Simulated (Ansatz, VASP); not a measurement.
**One calculation of MgO, two programs**

```xyz
2
Lattice="0.0000 2.1064 2.1064 2.1064 0.0000 2.1064 2.1064 2.1064 0.0000" Properties=species:S:1:pos:R:3 pbc="T T T"
Mg    0.0000    0.0000    0.0000
O     2.1064    2.1064    2.1064
```

Alike in both runs: task single point; functional PBE; k mesh 9 × 9 × 9; occupations fermi-dirac, width 0.05 eV; no spin polarisation.

```csv
,VASP,Ansatz
version,VASP 6.6.1,Ansatz 0.2.0
potentials or method,"VASP PAW PBE potentials, release 64 (Mg, O), cutoff 600 eV","PAW, plane waves, scalar-relativistic"
valence electrons in the cell,8,16
```

VASP gave:

| Item | Value |
| --- | --- |
| pressure (GPa) | 3.6 |

Estimate Ansatz's values.

pressure (GPa): 4.6.

VASP's potentials hold 8 valence electrons a cell and Ansatz's 16, so a difference there can come from the potentials and not from the codes.
